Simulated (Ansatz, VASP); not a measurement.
Two plane-wave programs on SrCl

```xyz
2
Lattice="0.0000 3.4357 3.4357 3.4357 0.0000 3.4357 3.4357 3.4357 0.0000" Properties=species:S:1:pos:R:3 pbc="T T T"
Sr    0.0000    0.0000    0.0000
Cl    5.1536    5.1536    5.1536
```

Change from the starting cell: species swapped into the HgS type (F-43m, No. 216).

Alike in both runs: functional PBE; k mesh 14 × 14 × 14; occupations gaussian, width 0.1 eV; no spin polarisation.

Ansatz relaxed the structure, and its values are those at the end. VASP's run is a single point on that final structure, the one shown.

```csv
,VASP,Ansatz
version,VASP 6.6.1,Ansatz 0.2.0
potentials or method,"VASP PAW PBE potentials, release 64 (Sr_sv, Cl), cutoff 520 eV","scalar-relativistic, plane waves, PAW"
valence electrons in the cell,17,17
```

|  | VASP | Ansatz | Ansatz less VASP |
| --- | --- | --- | --- |
| gap on the k mesh at the Fermi level (eV) | none | none | - |
| pressure (GPa) | 0.0 | 0.0 | -0.05 |

A gap of «none» marks a metal or a gap that the smearing closes. With one functional, cell and mesh, what is left measures potentials, basis and numerics.
